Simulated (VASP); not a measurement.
Wanted: the native input for a VASP 6.6.1 run.

* Task: relaxation of cell and atoms
* Functional: PBEsol
* Dispersion: D4
* Potentials or basis: VASP PAW PBE potentials, release 64 (Ag)
* Cutoff: 500 eV
* k mesh: 18 × 18 × 18
* Occupations: gaussian, width 0.1 eV
* Spin: no spin polarisation
* Dipole correction: no
* Further INCAR settings: ALGO = Normal; EDIFF = 1e-07; IBRION = 2; EDIFFG = -0.002; NSW = 100; ISIF = 3

The structure of Ag lies in POSCAR:

```
Ag
1.0
    0.0000000000      2.0300000000      2.0300000000
    2.0300000000      0.0000000000      2.0300000000
    2.0300000000      2.0300000000      0.0000000000
Ag
1
Direct
    0.0000000000      0.0000000000      0.0000000000
```

One way to write it, as run:

INCAR

```
PREC     = Accurate       # precision mode
ENCUT    = 500            # plane-wave cutoff, eV
EDIFF    = 1E-7           # SCF threshold, eV
ISMEAR   = 0              # smearing method
SIGMA    = 0.1            # smearing width, eV
LREAL    = False          # projectors in reciprocal space
LASPH    = True           # aspherical terms in the spheres
NELM     = 120            # most SCF steps
ALGO     = Normal         # electronic algorithm
ISIF     = 3              # what is computed and relaxed
LWAVE    = False          # write WAVECAR
LCHARG   = False          # write CHGCAR
GGA      = PS             # functional
IVDW     = 13             # dispersion correction
IBRION   = 2              # ionic algorithm
NSW      = 100            # ionic steps
EDIFFG   = -0.002         # ionic threshold
GGA_COMPAT= False        
NELMIN   = 4
```

KPOINTS

```
regular mesh
0
Gamma
  18 18 18
```

Potentials or basis: VASP PAW PBE potentials, release 64 (Ag).

The run is started by

```console
$ cat potpaw_PBE.64/Ag/POTCAR > POTCAR
$ mpirun -np 1 vasp_std > vasp.out
```

Results of the run:

```yaml
Relaxed_volume: 16.23 Å³/atom
Relaxed_cell: a = 2.842 Å, b = 2.842 Å, c = 2.842 Å, α = 60.00°, β = 60.00°, γ = 60.00°
Space_group_after_relaxing_to_0.1_Å: Fm-3m (No. 225)
Energy_gained_by_relaxing: 6.0 meV/atom
Ionic_steps: 3
Pressure_after_relaxing: 0.0 GPa
Band_gap_on_the_k_mesh: zero (an odd number of electrons rules out a gap without spin polarisation)
Dispersion_energy_per_atom: -0.346 eV
```

Caveat: the PAW data sets were made with another functional, which shifts forces and pressure a little.

Run time: 55 s on 1 thread of AMD EPYC 7R13 Processor (Zen 3), on a shared host, peak memory 0.14 GiB.
